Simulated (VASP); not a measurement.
The system is BN.

```
N B
1.0
     2.55394    0.00000    0.00000
    -1.27697    2.21178    0.00000
     0.00000    0.00000    4.22685
N B
2 2
Direct
  0.33333 0.66667 0.12528
  0.66667 0.33333 0.62528
  0.33333 0.66667 0.49972
  0.66667 0.33333 0.99972
```

Program: VASP 6.6.1. Alike in all runs: potentials or basis VASP PAW PBE potentials, release 64 (N, B); no spin polarisation; cell as given.

Q: Order these runs on this cell by their band gap on the k mesh, lowest first.
A. level PBEsol-based global hybrid with 25 % exact exchange; k mesh 6 × 6 × 3; cutoff (eV) 520; smearing fermi-dirac 0.05 eV; dipole correction no; grid for exact exchange (PRECFOCK) Normal; share of exact exchange 0.25
B. level PBEsol; k mesh 12 × 12 × 6; cutoff (eV) 520; smearing gaussian 0.01 eV; dipole correction no
C. level PBE; k mesh 9 × 9 × 4; cutoff (eV) 600; smearing gaussian 0.01 eV; dipole correction no
D. level SCAN; k mesh 15 × 15 × 8; cutoff (eV) 640; smearing gaussian 0.03 eV; tolerance level standard; purpose bands

A: B (4.97 eV), C (5.20 eV), D (5.72 eV), A (7.14 eV).

Caveats: some runs use coarse meshes; an odd mesh through Γ misses points on the zone boundary, where band edges can lie (at least some runs); the cell stands under tension (at least some runs).

A k mesh can miss the band edges, odd and even meshes differently.
